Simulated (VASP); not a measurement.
# AlBP2 (P-4m2) in VASP: a series of runs

Runs on AlBP2. Level: PBE. Tasks: single point.

Everything below comes from runs of VASP 6.6.1. Logs are shortened: lines on timing, memory, paths and dates and some standing lists are left out, and cuts for length are marked.

## 1. The cell of the first run

The structure is tetragonal, space group P-4m2 (No. 115). Conventional cell: a = 3.428 Å, b = 3.428 Å, c = 5.132 Å, α = 90.00°, β = 90.00°, γ = 90.00°. Within 2.7 Å of B (site symmetry -4m2) lie 4 P at 2.02 Å. Within 2.7 Å of P (site symmetry 2mm) lie 2 B at 2.02 Å and 2 Al at 2.28 Å. Al (site symmetry -4m2) has 4 P at 2.28 Å within 3.0 Å.

## 2. Single point, PBE (15.07 Å³/atom)

INCAR

```
PREC     = Accurate       # precision mode
ENCUT    = 520            # plane-wave cutoff, eV
EDIFF    = 1E-7           # SCF threshold, eV
ISMEAR   = 0              # smearing method
SIGMA    = 0.01           # smearing width, eV
LREAL    = False          # projectors in reciprocal space
LASPH    = True           # aspherical terms in the spheres
NELM     = 80             # most SCF steps
ALGO     = Normal         # electronic algorithm
ISIF     = 2              # what is computed and relaxed
LWAVE    = False          # write WAVECAR
LCHARG   = True           # write CHGCAR
GGA      = PE             # functional
LELF     = True           # ELF
LVHAR    = True         
NBANDS   = 16             # bands
```

KPOINTS

```
Automatic mesh
0
Gamma
  6 6 4
```

POSCAR

```
AlBP2
1.0
    3.4275720659      0.0000000000      0.0000000000
    0.0000000000      3.4275720659      0.0000000000
    0.0000000000      0.0000000000      5.1321585980
B P Al
1 2 1
Direct
    0.0000000000      0.0000000000      0.0000000000
    0.0000000000      0.5000000000      0.2077903022
    0.5000000000      0.0000000000      0.7922096978
    0.5000000000      0.5000000000      0.5000000000
```

Potentials or basis: VASP PAW PBE potentials, release 64 (B, P, Al).

Run with:

```console
$ cat potpaw_PBE.64/B/POTCAR potpaw_PBE.64/P/POTCAR potpaw_PBE.64/Al/POTCAR > POTCAR
$ mpirun -np 1 vasp_std > vasp.out
```

OUTCAR:

```text
PREC = Accurate
   ENCUT = 520
   EDIFF = 1E-7
   ISMEAR = 0
   LREAL = False
   LASPH = True
   NELM = 80
   ISIF = 2
   GGA = PE

 ion  position               nearest neighbor table
   1  0.000  0.000  0.000-   2 2.02   3 2.02   2 2.02   3 2.02
   2  0.000  0.500  0.208-   1 2.02   1 2.02   4 2.28   4 2.28
   3  0.500  0.000  0.792-   1 2.02   1 2.02   4 2.28   4 2.28
   4  0.500  0.500  0.500-   2 2.28   3 2.28   3 2.28   2 2.28

  LATTYP: Found a simple tetragonal cell.
 ALAT       =     3.4275720659
 C/A-ratio  =     1.4973160299

  Lattice vectors:

 A1 = (   3.4275720659,   0.0000000000,   0.0000000000)
 A2 = (   0.0000000000,   3.4275720659,   0.0000000000)
 A3 = (   0.0000000000,   0.0000000000,   5.1321585980)

Analysis of symmetry for initial positions (statically):
=====================================================================
 Subroutine PRICEL returns:
 Original cell was already a primitive cell.

 Routine SETGRP: Setting up the symmetry group for a
 simple tetragonal supercell.

 Subroutine GETGRP returns: Found  8 space group operations
 (whereof  8 operations were pure point group operations)
 out of a pool of 16 trial point group operations.

The static configuration has the point symmetry D_2d.

Analysis of symmetry for dynamics (positions and initial velocities):
=====================================================================
 Subroutine PRICEL returns:
 Original cell was already a primitive cell.

 Routine SETGRP: Setting up the symmetry group for a
 simple tetragonal supercell.

 Subroutine GETGRP returns: Found  8 space group operations
 (whereof  8 operations were pure point group operations)
 out of a pool of 16 trial point group operations.

The dynamic configuration has the point symmetry D_2d.

 Subroutine INISYM returns: Found  8 space group operations
 (whereof  8 operations are pure point group operations),
 and found     1 'primitive' translations

----------------------------------------------------------------------------------------

                                     Primitive cell

  volume of cell :      60.2939

  direct lattice vectors                    reciprocal lattice vectors
     3.427572066  0.000000000  0.000000000     0.291751707  0.000000000  0.000000000
     0.000000000  3.427572066  0.000000000     0.000000000  0.291751707  0.000000000
     0.000000000  0.000000000  5.132158598     0.000000000  0.000000000  0.194849785

  length of vectors
     3.427572066  3.427572066  5.132158598     0.291751707  0.291751707  0.194849785

  position of ions in fractional coordinates (direct lattice)
     0.000000000  0.000000000  0.000000000
     0.000000000  0.500000000  0.207790302
     0.500000000  0.000000000  0.792209698
     0.500000000  0.500000000  0.500000000

  ion indices of the primitive-cell ions
   primitive index   ion index
                 1           1
                 2           2
                 3           3
                 4           4

----------------------------------------------------------------------------------------

 KPOINTS: Automatic mesh

Automatic generation of k-mesh.
 Grid dimensions read from file:
 generate k-points for:    6    6    4

 Generating k-lattice:

  Cartesian coordinates                     Fractional coordinates (reciprocal lattice)
     0.048625284  0.000000000  0.000000000     0.166666667  0.000000000  0.000000000
     0.000000000  0.048625284  0.000000000     0.000000000  0.166666667  0.000000000
     0.000000000  0.000000000  0.048712446     0.000000000  0.000000000  0.250000000

  Length of vectors
     0.048625284  0.048625284  0.048712446

  Shift w.r.t. Gamma in fractional coordinates (k-lattice)
     0.000000000  0.000000000  0.000000000

 Subroutine IBZKPT returns following result:
 ===========================================

 Found     30 irreducible k-points:

 Following reciprocal coordinates:
            Coordinates               Weight
  0.000000  0.000000  0.000000      1.000000
  0.166667  0.000000  0.000000      4.000000
  0.333333  0.000000  0.000000      4.000000
  0.500000  0.000000  0.000000      2.000000
  0.166667  0.166667  0.000000      4.000000
  0.333333  0.166667  0.000000      8.000000
[... 16 lines left out ...]
  0.333333  0.000000  0.500000      4.000000
  0.500000  0.000000  0.500000      2.000000
 [... further k-points ...]
   k-points           NKPTS =     30   k-points in BZ     NKDIM =     30   number of bands    NBANDS=     16
   number of dos      NEDOS =    301   number of ions     NIONS =      4
   total plane-waves  NPLWV =  31360
   dimension x,y,z NGX =    28 NGY =   28 NGZ =   40
   dimension x,y,z NGXF=    56 NGYF=   56 NGZF=   80
   ions per type =               1   2   1
   NGX,Y,Z   is equivalent  to a cutoff of  13.58, 13.58, 12.96 a.u.
   NGXF,Y,Z  is equivalent  to a cutoff of  27.16, 27.16, 25.91 a.u.
 SYSTEM =  unknown system
[... 32 lines left out ...]
  Thomas-Fermi vector in A             =   2.187086
   LORBIT       =      0    0 simple, 1 ext, 2 COOP (PROOUT), +10 PAW based schemes
   GGA     = PE    functional components
   LHFCALC =     F    Hartree Fock is set to
   AEXX    =    0.0000 exact exchange contribution
   IVDW    =     0    specifies the selected vdW correction
   LEPSILON=     F    determine dielectric tensor
   LRPA    =     F    only Hartree local field effects (RPA)
 non-spin polarized calculation
 Gauss-broadening in eV      SIGMA  =   0.01
  energy-cutoff  :      520.00
  volume of cell :       60.29
 maximum number of plane-waves:      1645
 NGX is ok and might be reduce to    28
   NGX = 13   NGY = 13   NGZ = 19

 number of electron      16.0000000 magnetization

 Free energy of the ion-electron system (eV)
  ---------------------------------------------------
  ext. energy  EPLUGINS =         0.00000000
  ---------------------------------------------------
  free energy    TOTEN  =       -22.15852871 eV

  energy without entropy =      -22.15852871  energy(sigma->0) =      -22.15852871

 E-fermi :   7.0827     XC(G=0): -10.1508

 val. band max:        6.9681892215   @ k =   0.0000   0.0000   0.0000
 cond. band min:       7.6017108640   @ k =   0.0000   0.0000   0.0000
 fundamental gap:      0.6335216425
 Fermi energy:         7.0827119901

 k-point     1 :       0.0000    0.0000    0.0000
  band No.  band energies     occupation
      1      -7.3560      2.00000
      2      -3.6436      2.00000
      3      -0.7893      2.00000
      4       3.0109      2.00000
      5       3.0109      2.00000
      6       6.3640      2.00000
[... 8 lines left out ...]
     15      15.5583      0.00000
     16      17.1334      0.00000

 k-point     2 :       0.1667    0.0000    0.0000
  band No.  band energies     occupation
      1      -7.0734      2.00000
      2      -3.5816      2.00000
      3      -0.5998      2.00000
      4       1.7727      2.00000
      5       3.2133      2.00000
      6       5.1972      2.00000
[... 8 lines left out ...]
     15      15.5921      0.00000
     16      15.9159      0.00000

 k-point     3 :       0.3333    0.0000    0.0000
  band No.  band energies     occupation
      1      -6.2593      2.00000
      2      -3.8479      2.00000
      3      -0.3264      2.00000
      4       1.0771      2.00000
      5       2.9233      2.00000
      6       3.7227      2.00000
[... 8 lines left out ...]
     15      14.5914      0.00000
     16      15.1502      0.00000

 k-point     4 :       0.5000    0.0000    0.0000
  band No.  band energies     occupation
      1      -5.2582      2.00000
      2      -4.7543      2.00000
      3       0.0211      2.00000
      4       1.5693      2.00000
      5       1.8626      2.00000
      6       2.6313      2.00000
[... 8 lines left out ...]
     15      14.8041      0.00000
     16      14.8062      0.00000
[... 324 lines left out ...]
 k-point    22 :       0.1667    0.0000    0.5000
  band No.  band energies     occupation
      1      -6.5304      2.00000
      2      -5.0555      2.00000
      3       1.2124      2.00000
      4       2.2172      2.00000
      5       3.4487      2.00000
      6       3.9618      2.00000
[... 8 lines left out ...]
     15      13.2751      0.00000
     16      14.3859      0.00000

 k-point    23 :       0.3333    0.0000    0.5000
  band No.  band energies     occupation
      1      -5.7975      2.00000
      2      -4.5634      2.00000
      3      -0.6413      2.00000
      4       0.5985      2.00000
      5       3.8779      2.00000
      6       4.4595      2.00000
[... 8 lines left out ...]
     15      14.3523      0.00000
     16      15.8782      0.00000

 k-point    24 :       0.5000    0.0000    0.5000
  band No.  band energies     occupation
      1      -5.0813      2.00000
      2      -4.5198      2.00000
      3      -1.1474      2.00000
      4      -0.6098      2.00000
      5       4.1475      2.00000
      6       4.9619      2.00000
[... 8 lines left out ...]
     15      15.3765      0.00000
     16      16.3894      0.00000

 [... further k-points ...]
[... 5 lines left out ...]
  --------------------------------------------------------------------------------------
  -------------------------------------------------------------------------------------
  Total        2.7917206      2.7917206      3.1323380      0.0000000      0.0000000     -0.0000000
  in kB       74.1838331     74.1838331     83.2349928      0.0000000      0.0000000     -0.0000000
  external PRESSURE =      77.2008864 kB  Pullay stress =       0.0000000 kB

 VOLUME and BASIS-vectors are now :
 -----------------------------------------------------------------------------
  energy-cutoff  :      520.00
  volume of cell :       60.29
      direct lattice vectors                 reciprocal lattice vectors
     3.427572066  0.000000000  0.000000000     0.291751707  0.000000000  0.000000000
     0.000000000  3.427572066  0.000000000     0.000000000  0.291751707  0.000000000
     0.000000000  0.000000000  5.132158598     0.000000000  0.000000000  0.194849785

 POSITION                                       TOTAL-FORCE (eV/Angst)
 -----------------------------------------------------------------------------------
      0.00000      0.00000      0.00000        -0.000000      0.000000      0.000000
      0.00000      1.71379      1.06641        -0.000000      0.000000     -0.146244
      1.71379      0.00000      4.06575        -0.000000      0.000000      0.146244
      1.71379      1.71379      2.56608         0.000000     -0.000000      0.000000
 -----------------------------------------------------------------------------------
    total drift:                               -0.000000      0.000000      0.000000

  FREE ENERGIE OF THE ION-ELECTRON SYSTEM (eV)
  ---------------------------------------------------
  free  energy   TOTEN  =       -22.1585287087 eV

  energy  without entropy=      -22.1585287087  energy(sigma->0) =      -22.15852871
```

Run time: 52 s. Hardware: 1 thread of AMD EPYC 7R13, shared host; peak memory 0.15 GiB.

What came out:

```
Free energy            : -22.1585 eV
Pressure               : 7.7 GPa
Largest force          : 0.146 eV/Å
Band gap on the k mesh : 0.63 eV
```

Forces on the atoms (eV/Å):
```
B    0.000  0.000  0.000
P    0.000  0.000 -0.146
P    0.000  0.000  0.146
Al   0.000  0.000  0.000
```

Caveat: the cell stands under pressure; semilocal functionals underestimate gaps, and a narrow one can read as zero. A k mesh can miss the band edges.

## 3. Single point, PBE (15.55 Å³/atom)

This run uses another cell than the first one, of 15.55 Å³/atom.

INCAR

```
SYSTEM = AlBP2
ALGO = Normal
EDIFF = 1E-6
ENCUT = 520
GGA = PE
ISIF = 2
ISMEAR = 0
LASPH = .True.
LCHARG = .False.
LREAL = .False.
LWAVE = .False.
NBANDS = 16
NELM = 80
PREC = Accurate
SIGMA = 0.01
```

KPOINTS

```
k-points
0
Gamma
  6 6 4
  0 0 0
```

POSCAR

```
AlBP2
1.0
    3.4636544234      0.0000000000      0.0000000000
    0.0000000000      3.4636544234      0.0000000000
    0.0000000000      0.0000000000      5.1861852903
B P Al
1 2 1
Direct
    0.0000000000      0.0000000000      0.0000000000
    0.0000000000      0.5000000000      0.2077903022
    0.5000000000      0.0000000000      0.7922096978
    0.5000000000      0.5000000000      0.5000000000
```

Potentials or basis: VASP PAW PBE potentials, release 64 (B, P, Al).

Run with:

```console
$ cat potpaw_PBE.64/B/POTCAR potpaw_PBE.64/P/POTCAR potpaw_PBE.64/Al/POTCAR > POTCAR
$ mpirun -np 1 vasp_std > vasp.out
```

It took 47 s on 1 thread of AMD EPYC 7R13, shared host; peak memory 0.16 GiB.

It converged, with:

```
Free energy            : -22.2258 eV
Pressure               : 3.5 GPa
Largest force          : 0.068 eV/Å
Band gap on the k mesh : 0.70 eV
```

Forces on the atoms (eV/Å):
```
B    0.000  0.000  0.000
P    0.000  0.000 -0.068
P    0.000  0.000  0.068
Al   0.000  0.000  0.000
```

Stress tensor (GPa, compression positive):
```
3.41 0.00 0.00
0.00 3.41 0.00
0.00 0.00 3.73
```

Levels at points of the mesh, in eV from the valence-band top:
| k point | band 4 | band 5 | band 6 | band 7 | band 8 | band 9 | band 10 | band 11 | band 12 | band 13 |
| --- | --- | --- | --- | --- | --- | --- | --- | --- | --- | --- |
| (0.00, 0.00, 0.00) | -3.83 | -3.83 | -0.59 | 0.00 | 0.00 | 0.70 | 1.04 | 3.38 | 3.41 | 3.41 |
| (0.50, 0.00, 0.00) | -5.25 | -4.99 | -4.19 | -2.79 | -0.65 | 2.46 | 3.65 | 4.28 | 5.04 | 6.41 |
| (0.50, 0.50, 0.00) | -6.27 | -4.20 | -3.79 | -3.79 | -3.01 | 0.86 | 0.86 | 1.09 | 1.45 | 9.49 |
| (0.00, 0.00, 0.50) | -3.78 | -3.58 | -3.58 | -0.99 | -0.99 | 1.16 | 1.60 | 3.78 | 4.19 | 5.53 |
| (0.50, 0.00, 0.50) | -7.37 | -2.73 | -1.94 | -1.86 | -0.55 | 1.32 | 2.93 | 3.23 | 4.07 | 4.36 |
| (0.50, 0.50, 0.50) | -5.35 | -4.92 | -4.85 | -4.55 | -4.55 | 3.98 | 3.98 | 4.09 | 5.32 | 5.58 |

Caveat: the cell stands under pressure; semilocal functionals underestimate gaps, and a narrow one can read as zero. A k mesh can miss the band edges.

## 4. Single point, PBE

This run uses another cell than the first one, of 16.04 Å³/atom.

INCAR

```
SYSTEM = AlBP2
ALGO = Normal ; EDIFF = 1E-7
ENCUT = 520 ; GGA = PE
ISIF = 2 ; ISMEAR = 0
LASPH = .TRUE. ; LCHARG = .FALSE.
LREAL = .FALSE. ; LWAVE = .FALSE.
NBANDS = 16 ; NELM = 80
PREC = Accurate ; SIGMA = 0.01
```

KPOINTS

```
k-points
0
G
  6 6 4
  0 0 0
```

POSCAR

```
AlBP2
1.0
    3.4990002772      0.0000000000      0.0000000000
    0.0000000000      3.4990002772      0.0000000000
    0.0000000000      0.0000000000      5.2391092037
B P Al
1 2 1
Direct
    0.0000000000      0.0000000000      0.0000000000
    0.0000000000      0.5000000000      0.2077903022
    0.5000000000      0.0000000000      0.7922096978
    0.5000000000      0.5000000000      0.5000000000
```

Run with:

```console
$ cat potpaw_PBE.64/B/POTCAR potpaw_PBE.64/P/POTCAR potpaw_PBE.64/Al/POTCAR > POTCAR
$ mpirun -np 1 vasp_std > vasp.out
```

Wall time 52 s (1 thread of AMD EPYC 7R13, shared host); peak memory 0.16 GiB.

The run converged. Its results:

```yaml
Free_energy: -22.2462 eV
Pressure: -0.1 GPa
Band_gap_on_the_k_mesh: 0.77 eV
```

Stress tensor (GPa, compression positive):
```
-0.03  0.00  0.00
 0.00 -0.03  0.00
 0.00  0.00 -0.22
```

Levels at points of the mesh, in eV from the valence-band top:
| k point | band 6 | band 7 | band 8 | band 9 | band 10 | band 11 |
| --- | --- | --- | --- | --- | --- | --- |
| (0.00, 0.00, 0.00) | -0.59 | 0.00 | 0.00 | 0.77 | 1.06 | 3.40 |
| (0.50, 0.00, 0.00) | -4.05 | -2.71 | -0.63 | 2.41 | 3.70 | 4.24 |
| (0.50, 0.50, 0.00) | -3.68 | -3.68 | -2.91 | 0.93 | 0.93 | 1.18 |
| (0.00, 0.00, 0.50) | -3.46 | -0.95 | -0.95 | 1.20 | 1.64 | 3.77 |
| (0.50, 0.00, 0.50) | -1.89 | -1.81 | -0.53 | 1.26 | 2.83 | 3.24 |
| (0.50, 0.50, 0.50) | -4.68 | -4.40 | -4.40 | 3.99 | 3.99 | 4.13 |

Caveat: semilocal functionals underestimate gaps, and a narrow one can read as zero.

## 5. Single point, PBE (16.52 Å³/atom)

This run uses another cell than the first one, of 16.52 Å³/atom.

INCAR

```
PREC     = Accurate       # precision mode
ENCUT    = 520            # plane-wave cutoff, eV
EDIFF    = 1E-6           # SCF threshold, eV
ISMEAR   = 0              # smearing method
SIGMA    = 0.01           # smearing width, eV
LREAL    = F              # projectors in reciprocal space
LASPH    = T              # aspherical terms in the spheres
NELM     = 80             # most SCF steps
ALGO     = Normal         # electronic algorithm
ISIF     = 2              # what is computed and relaxed
LWAVE    = F              # write WAVECAR
LCHARG   = F              # write CHGCAR
GGA      = PE             # functional
NBANDS   = 16             # bands
```

KPOINTS

```
regular mesh
0
Gamma
  6 6 4
```

POSCAR

```
AlBP2
1.0
    3.5336460975      0.0000000000      0.0000000000
    0.0000000000      3.5336460975      0.0000000000
    0.0000000000      0.0000000000      5.2909849458
B P Al
1 2 1
Direct
    0.0000000000      0.0000000000      0.0000000000
    0.0000000000      0.5000000000      0.2077903022
    0.5000000000      0.0000000000      0.7922096978
    0.5000000000      0.5000000000      0.5000000000
```

Run with:

```console
$ cat potpaw_PBE.64/B/POTCAR potpaw_PBE.64/P/POTCAR potpaw_PBE.64/Al/POTCAR > POTCAR
$ mpirun -np 1 vasp_std > vasp.out
```

It took 50 s on 1 thread of AMD EPYC 7R13, shared host; peak memory 0.16 GiB.

It converged, with:

| Item | Value |
| --- | --- |
| Free energy | -22.2265 eV |
| Pressure | -3.2 GPa |
| Largest force | 0.061 eV/Å |
| Band gap on the k mesh | 0.83 eV |

Forces in eV/Å, atoms in the order of the input:
```
B    0.000  0.000  0.000
P    0.000  0.000  0.061
P    0.000  0.000 -0.061
Al   0.000  0.000  0.000
```

Stress tensor (GPa, compression positive):
```
-2.98  0.00  0.00
 0.00 -2.98  0.00
 0.00  0.00 -3.61
```

Levels at points of the mesh, in eV from the valence-band top:
```csv
k point,band 5,band 6,band 7,band 8,band 9,band 10,band 11,band 12
"(0.00, 0.00, 0.00)",-3.60,-0.58,0.00,0.00,0.83,1.08,3.40,3.40
"(0.50, 0.00, 0.00)",-4.76,-3.92,-2.62,-0.61,2.35,3.75,4.20,4.96
"(0.50, 0.50, 0.00)",-3.94,-3.57,-3.57,-2.82,1.00,1.00,1.26,1.48
"(0.00, 0.00, 0.50)",-3.35,-3.35,-0.92,-0.92,1.23,1.67,3.76,4.32
"(0.50, 0.00, 0.50)",-2.57,-1.83,-1.76,-0.52,1.19,2.72,3.25,4.08
"(0.50, 0.50, 0.50)",-4.60,-4.52,-4.26,-4.26,4.00,4.00,4.17,5.15
```

Caveat: the cell stands under tension. A k mesh can miss the band edges.

## 6. The runs side by side

| cell | gap on the mesh (eV) | pressure (GPa) | largest force (eV/Å) |
| --- | --- | --- | --- |
| a = 3.428, b = 3.428, c = 5.132 Å, 4 atoms | 0.63 | 7.7 | 0.15 |
| a = 3.464, b = 3.464, c = 5.186 Å, 4 atoms | 0.70 | 3.5 | 0.07 |
| a = 3.499, b = 3.499, c = 5.239 Å, 4 atoms | 0.77 | -0.1 | - |
| a = 3.534, b = 3.534, c = 5.291 Å, 4 atoms | 0.83 | -3.2 | 0.06 |

Alike in all rows: task single point; level PBE; potentials or basis VASP PAW PBE potentials, release 64 (B, P, Al); no spin polarisation; k mesh 6 × 6 × 4; cutoff (eV) 520; smearing gaussian 0.01 eV.

Caveats: semilocal functionals underestimate gaps, and a narrow one can read as zero (at least some runs); the cell stands under pressure (at least some runs); the cell stands under tension (at least some runs).

Total energies depend on the potentials used, so only differences within one code and one set of settings carry meaning.
